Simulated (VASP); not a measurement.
# BaTiO3 (Pm-3m) in VASP: single point with PBE

Aim: the single point of BaTiO3 with PBE.

Program: VASP 6.6.1. These are calculated values, not measurements. Logs are shortened: lines on timing, memory, paths and dates and some standing lists are left out, and cuts for length are marked.

## Step 1: The cell of the first run

The structure is cubic, space group Pm-3m (No. 221). Conventional cell: a = 4.019 Å, b = 4.019 Å, c = 4.019 Å, α = 90.00°, β = 90.00°, γ = 90.00°. Within 3.7 Å of Ba (site symmetry m-3m) lie 12 O at 2.84 Å and 8 Ti at 3.48 Å. Within 2.7 Å of Ti (site symmetry m-3m) lie 6 O at 2.01 Å. Within 2.7 Å of O (site symmetry 4/mmm) lie 2 Ti at 2.01 Å.

## Step 2: Single point, PBE

The input, INCAR:

```
PREC = Accurate
ENCUT = 910
EDIFF = 1E-6
ISMEAR = 0
SIGMA = 0.02
LREAL = False
LASPH = True
NELM = 120
ALGO = Normal
ISIF = 2
LWAVE = False
LCHARG = False
GGA = PE
NBANDS = 28
GGA_COMPAT = False
```

The input, KPOINTS:

```
regular mesh
0
Gamma
  8 8 8
```

The input, POSCAR:

```
BaTiO3
1.0
    4.0192481779      0.0000000000      0.0000000000
    0.0000000000      4.0192481779      0.0000000000
    0.0000000000      0.0000000000      4.0192481779
Ba Ti O
1 1 3
Direct
    0.5000000000      0.5000000000      0.5000000000
    0.0000000000      0.0000000000      0.0000000000
    0.5000000000      0.0000000000      0.0000000000
    0.0000000000      0.5000000000      0.0000000000
    0.0000000000      0.0000000000      0.5000000000
```

Potentials or basis: VASP PAW PBE potentials, release 64 (Ba_sv, Ti_sv, O_h).

Started as:

```sh
> cat potpaw_PBE.64/Ba_sv/POTCAR potpaw_PBE.64/Ti_sv/POTCAR potpaw_PBE.64/O_h/POTCAR > POTCAR
> mpirun -np 1 vasp_std > vasp.out
```

OUTCAR:

```text
PREC = Accurate
   ENCUT = 910
   EDIFF = 1E-6
   ISMEAR = 0
   LREAL = False
   LASPH = True
   NELM = 120
   ISIF = 2
   GGA = PE

 ion  position               nearest neighbor table
   1  0.500  0.500  0.500-   3 2.84   4 2.84   5 2.84   3 2.84   4 2.84   3 2.84   5 2.84   3 2.84
                             4 2.84   5 2.84   4 2.84   5 2.84   2 3.48   2 3.48   2 3.48   2 3.48
   2  0.000  0.000  0.000-   3 2.01   4 2.01   5 2.01   5 2.01   4 2.01   3 2.01   1 3.48   1 3.48
                             1 3.48   1 3.48   1 3.48   1 3.48   1 3.48   1 3.48
   3  0.500  0.000  0.000-   2 2.01   2 2.01   1 2.84   1 2.84   1 2.84   1 2.84
   4  0.000  0.500  0.000-   2 2.01   2 2.01   1 2.84   1 2.84   1 2.84   1 2.84
   5  0.000  0.000  0.500-   2 2.01   2 2.01   1 2.84   1 2.84   1 2.84   1 2.84

  LATTYP: Found a simple cubic cell.
 ALAT       =     4.0192481779

  Lattice vectors:

 A1 = (   4.0192481779,   0.0000000000,   0.0000000000)
 A2 = (   0.0000000000,   4.0192481779,   0.0000000000)
 A3 = (   0.0000000000,   0.0000000000,   4.0192481779)

Analysis of symmetry for initial positions (statically):
=====================================================================
 Subroutine PRICEL returns:
 Original cell was already a primitive cell.

 Routine SETGRP: Setting up the symmetry group for a
 simple cubic supercell.

 Subroutine GETGRP returns: Found 48 space group operations
 (whereof 48 operations were pure point group operations)
 out of a pool of 48 trial point group operations.

The static configuration has the point symmetry O_h .

Analysis of symmetry for dynamics (positions and initial velocities):
=====================================================================
 Subroutine PRICEL returns:
 Original cell was already a primitive cell.

 Routine SETGRP: Setting up the symmetry group for a
 simple cubic supercell.

 Subroutine GETGRP returns: Found 48 space group operations
 (whereof 48 operations were pure point group operations)
 out of a pool of 48 trial point group operations.

The dynamic configuration has the point symmetry O_h .

 Subroutine INISYM returns: Found 48 space group operations
 (whereof 48 operations are pure point group operations),
 and found     1 'primitive' translations

----------------------------------------------------------------------------------------

                                     Primitive cell

  volume of cell :      64.9284

  direct lattice vectors                    reciprocal lattice vectors
     4.019248178  0.000000000  0.000000000     0.248802750  0.000000000  0.000000000
     0.000000000  4.019248178  0.000000000     0.000000000  0.248802750  0.000000000
     0.000000000  0.000000000  4.019248178     0.000000000  0.000000000  0.248802750

  length of vectors
     4.019248178  4.019248178  4.019248178     0.248802750  0.248802750  0.248802750

  position of ions in fractional coordinates (direct lattice)
     0.500000000  0.500000000  0.500000000
     0.000000000  0.000000000  0.000000000
     0.500000000  0.000000000  0.000000000
     0.000000000  0.500000000  0.000000000
     0.000000000  0.000000000  0.500000000

  ion indices of the primitive-cell ions
   primitive index   ion index
                 1           1
                 2           2
                 3           3
                 4           4
                 5           5

----------------------------------------------------------------------------------------

 KPOINTS: regular mesh

Automatic generation of k-mesh.
 Grid dimensions read from file:
 generate k-points for:    8    8    8

 Generating k-lattice:

  Cartesian coordinates                     Fractional coordinates (reciprocal lattice)
     0.031100344  0.000000000  0.000000000     0.125000000  0.000000000  0.000000000
     0.000000000  0.031100344  0.000000000     0.000000000  0.125000000  0.000000000
     0.000000000  0.000000000  0.031100344     0.000000000  0.000000000  0.125000000

  Length of vectors
     0.031100344  0.031100344  0.031100344

  Shift w.r.t. Gamma in fractional coordinates (k-lattice)
     0.000000000  0.000000000  0.000000000

 Subroutine IBZKPT returns following result:
 ===========================================

 Found     35 irreducible k-points:

 Following reciprocal coordinates:
            Coordinates               Weight
  0.000000  0.000000  0.000000      1.000000
  0.125000  0.000000  0.000000      6.000000
  0.250000  0.000000  0.000000      6.000000
  0.375000  0.000000  0.000000      6.000000
  0.500000  0.000000  0.000000      3.000000
  0.125000  0.125000  0.000000     12.000000
[... 16 lines left out ...]
  0.375000  0.375000  0.125000     24.000000
  0.500000  0.375000  0.125000     24.000000
 [... further k-points ...]
   k-points           NKPTS =     35   k-points in BZ     NKDIM =     35   number of bands    NBANDS=     28
   number of dos      NEDOS =    301   number of ions     NIONS =      5
   total plane-waves  NPLWV =  64000
   dimension x,y,z NGX =    40 NGY =   40 NGZ =   40
   dimension x,y,z NGXF=    80 NGYF=   80 NGZF=   80
   ions per type =               1   1   3
   NGX,Y,Z   is equivalent  to a cutoff of  16.54, 16.54, 16.54 a.u.
   NGXF,Y,Z  is equivalent  to a cutoff of  33.09, 33.09, 33.09 a.u.
 SYSTEM =  unknown system
   PREC   = accura    normal or accurate (medium, high low for compatibility)
   ISTART =      0    job   : 0-new  1-cont  2-samecut
   ICHARG =      2    charge: 1-file 2-atom 10-const
   ISPIN  =      1    spin polarized calculation?
   LNONCOLLINEAR =      F non collinear calculations
   LSORBIT =      F    spin-orbit coupling
   LASPH  =      T    aspherical Exc in radial PAW
   ENCUT  =  910.0 eV  66.88 Ry    8.18 a.u.   9.89  9.89  9.89*2*pi/ulx,y,z
   NELM   =    120;   NELMIN=  2; NELMDL= -5     # of ELM steps
   EDIFF  = 0.1E-05   stopping-criterion for ELM
   LREAL  =      F    real-space projection
   EDIFFG = 0.1E-04   stopping-criterion for IOM
   NSW    =      0    number of steps for IOM
   IBRION =     -1    ionic relax: 0-MD 1-quasi-New 2-CG
   NFREE  =      0    steps in history (QN), initial steepest desc. (CG)
   ISIF   =      2    stress and relaxation
   ISYM   =      2    0-nonsym 1-usesym 2-fastsym
   POTIM  = 0.5000    time-step for ionic-motion
   TEBEG  =    0.0;   TEEND  =   0.0 temperature during run
   PSTRESS=    0.0 pullay stress
   NELECT =      40.0000    total number of electrons
   NUPDOWN=      -1.0000    fix difference up-down
   EMIN   =  10.00;   EMAX   =-10.00  energy-range for DOS
   EFERMI =   0.00;   METHOD = LEGACY
   ISMEAR =     0;   SIGMA  =   0.02  broadening in eV -4-tet -1-fermi 0-gaus
   EFERMI_NEDOS =   21; number of points for ismear=-14 and -15
   IALGO  =     38    algorithm
   IMIX   =      4    mixing-type and parameters
     AMIX     =   0.40;   BMIX     =  1.00
     AMIX_MAG =   1.60;   BMIX_MAG =  1.00
  volume/ion in A,a.u.               =      12.99        87.63
  Fermi-wavevector in a.u.,A,eV,Ry     =   1.392996  2.632382 26.401276  1.940439
  Thomas-Fermi vector in A             =   2.516685
   LORBIT       =      0    0 simple, 1 ext, 2 COOP (PROOUT), +10 PAW based schemes
   GGA     = PE    functional components
   LHFCALC =     F    Hartree Fock is set to
   AEXX    =    0.0000 exact exchange contribution
   IVDW    =     0    specifies the selected vdW correction
   LEPSILON=     F    determine dielectric tensor
   LRPA    =     F    only Hartree local field effects (RPA)
 non-spin polarized calculation
 Gauss-broadening in eV      SIGMA  =   0.02
  energy-cutoff  :      910.00
  volume of cell :       64.93
 maximum number of plane-waves:      4076
 NGX is ok and might be reduce to    40
   NGX = 19   NGY = 19   NGZ = 19

 number of electron      40.0000007 magnetization

 Free energy of the ion-electron system (eV)
  ---------------------------------------------------
  ext. energy  EPLUGINS =         0.00000000
  ---------------------------------------------------
  free energy    TOTEN  =       -40.00552245 eV

  energy without entropy =      -40.00552245  energy(sigma->0) =      -40.00552245

 E-fermi :   4.3366     XC(G=0): -11.1978

 val. band max:        4.0893958657   @ k =   0.5000   0.5000   0.5000
 cond. band min:       5.8131955030   @ k =   0.0000   0.0000   0.0000
 fundamental gap:      1.7237996373
 Fermi energy:         4.3366106379

 k-point     1 :       0.0000    0.0000    0.0000
  band No.  band energies     occupation
      1     -52.5989      2.00000
      2     -28.8029      2.00000
      3     -28.8029      2.00000
      4     -28.8029      2.00000
      5     -20.7489      2.00000
      6     -12.7721      2.00000
[... 20 lines left out ...]
     27       9.1300      0.00000
     28      11.3433      0.00000

 k-point     2 :       0.1250    0.0000    0.0000
  band No.  band energies     occupation
      1     -52.5988      2.00000
      2     -28.8101      2.00000
      3     -28.8026      2.00000
      4     -28.8026      2.00000
      5     -20.7329      2.00000
      6     -12.7776      2.00000
[... 20 lines left out ...]
     27       9.4334      0.00000
     28      11.7158      0.00000

 k-point     3 :       0.2500    0.0000    0.0000
  band No.  band energies     occupation
      1     -52.5985      2.00000
      2     -28.8274      2.00000
      3     -28.8019      2.00000
      4     -28.8019      2.00000
      5     -20.6938      2.00000
      6     -12.8344      2.00000
[... 20 lines left out ...]
     27      10.2312      0.00000
     28      12.4034      0.00000

 k-point     4 :       0.3750    0.0000    0.0000
  band No.  band energies     occupation
      1     -52.5981      2.00000
      2     -28.8446      2.00000
      3     -28.8013      2.00000
      4     -28.8013      2.00000
      5     -20.6540      2.00000
      6     -12.9311      2.00000
[... 578 lines left out ...]
     27      12.3752      0.00000
     28      12.5278      0.00000

 k-point    23 :       0.3750    0.3750    0.1250
  band No.  band energies     occupation
      1     -52.5972      2.00000
      2     -28.8419      2.00000
      3     -28.8416      2.00000
      4     -28.8067      2.00000
      5     -20.5776      2.00000
      6     -12.4967      2.00000
[... 20 lines left out ...]
     27      12.2792      0.00000
     28      12.8993      0.00000

 k-point    24 :       0.5000    0.3750    0.1250
  band No.  band energies     occupation
      1     -52.5971      2.00000
      2     -28.8487      2.00000
      3     -28.8413      2.00000
      4     -28.8064      2.00000
      5     -20.5662      2.00000
      6     -12.4414      2.00000
[... 20 lines left out ...]
     27      12.2227      0.00000
     28      13.0172      0.00000

 [... further k-points ...]

------------------------ aborting loop because EDIFF is reached ----------------------------------------

  FORCE on cell =-STRESS in cart. coord.  units (eV):
  Direction    XX          YY          ZZ          XY          YZ          ZX
  --------------------------------------------------------------------------------------
  -------------------------------------------------------------------------------------
  Total        0.5745227      0.5745227      0.5745227      0.0000000      0.0000000     -0.0000000
  in kB       14.1769669     14.1769669     14.1769669      0.0000000      0.0000000     -0.0000000
  external PRESSURE =      14.1769669 kB  Pullay stress =       0.0000000 kB

 VOLUME and BASIS-vectors are now :
 -----------------------------------------------------------------------------
  energy-cutoff  :      910.00
  volume of cell :       64.93
      direct lattice vectors                 reciprocal lattice vectors
     4.019248178  0.000000000  0.000000000     0.248802750  0.000000000  0.000000000
     0.000000000  4.019248178  0.000000000     0.000000000  0.248802750  0.000000000
     0.000000000  0.000000000  4.019248178     0.000000000  0.000000000  0.248802750

 POSITION                                       TOTAL-FORCE (eV/Angst)
 -----------------------------------------------------------------------------------
      2.00962      2.00962      2.00962         0.000000      0.000000      0.000000
      0.00000      0.00000      0.00000         0.000000      0.000000      0.000000
      2.00962      0.00000      0.00000         0.000000      0.000000      0.000000
      0.00000      2.00962      0.00000         0.000000      0.000000      0.000000
      0.00000      0.00000      2.00962         0.000000      0.000000      0.000000
 -----------------------------------------------------------------------------------
    total drift:                                0.000000      0.000000     -0.000000

  FREE ENERGIE OF THE ION-ELECTRON SYSTEM (eV)
  ---------------------------------------------------
  free  energy   TOTEN  =       -40.0055224465 eV

  energy  without entropy=      -40.0055224465  energy(sigma->0) =      -40.00552245
```

It took 2.8 min on 1 thread of Intel Xeon Platinum 8488C (Sapphire Rapids), shared host; peak memory 0.33 GiB.

What came out:

```
Free energy            : -40.0055 eV
Pressure               : 1.4 GPa
Band gap on the k mesh : 1.72 eV (least direct gap 1.88 eV)
```

Caveat: the cutoff is under 1.25 times the usual one of these potentials, so pressure, stress and relaxed cells hold a basis-set (Pulay) error; spin-orbit coupling is left out, which moves the levels of the heavy elements. A k mesh can miss the band edges.
